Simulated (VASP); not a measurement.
Crystal: Cs.

```
Cs
1.0
     4.97000    0.00000    0.00000
     0.00000    4.97000    0.00000
     0.00000    0.00000    4.97000
Cs
1
Direct
  0.00000 0.00000 0.00000
```

```yaml
Program: VASP 6.6.1
Task: relaxation of cell and atoms
Functional: PBEsol
Potentials_or_basis: VASP PAW PBE potentials, release 64 (Cs_sv)
Cutoff: 600 eV
k_mesh: 4 × 4 × 4
Occupations: methfessel-paxton, width 0.05 eV
Spin: no spin polarisation
```

At the start: pressure -0.1 GPa; volume 122.76 Å³/atom.

Question: How do energy, volume and symmetry change on relaxing?

Answer: Over 6 steps the energy falls by 6.7 meV/atom and the volume is 110.40 Å³/atom (-10.1 %); space group Pm-3m (No. 221, to 0.05 Å).

Step by step:
```tsv
step	energy change (eV)	largest force (eV/Å)	pressure (GPa)	volume (Å³)
1	0.0000	0.0000	-0.06	122.76
2	-0.0004	0.0000	-0.08	121.91
3	-0.0020	0.0000	-0.13	119.38
4	-0.0058	0.0000	-0.07	114.42
5	-0.0048	0.0000	0.11	104.91
6	-0.0067	0.0000	0.01	110.40
```

Final structure:
```
Cs
1.0
     4.79721    0.00000    0.00000
     0.00000    4.79721    0.00000
     0.00000    0.00000    4.79721
Cs
1
Direct
  0.00000 0.00000 0.00000
```

Caveat: the PAW data sets were made with another functional, which shifts forces and pressure a little.
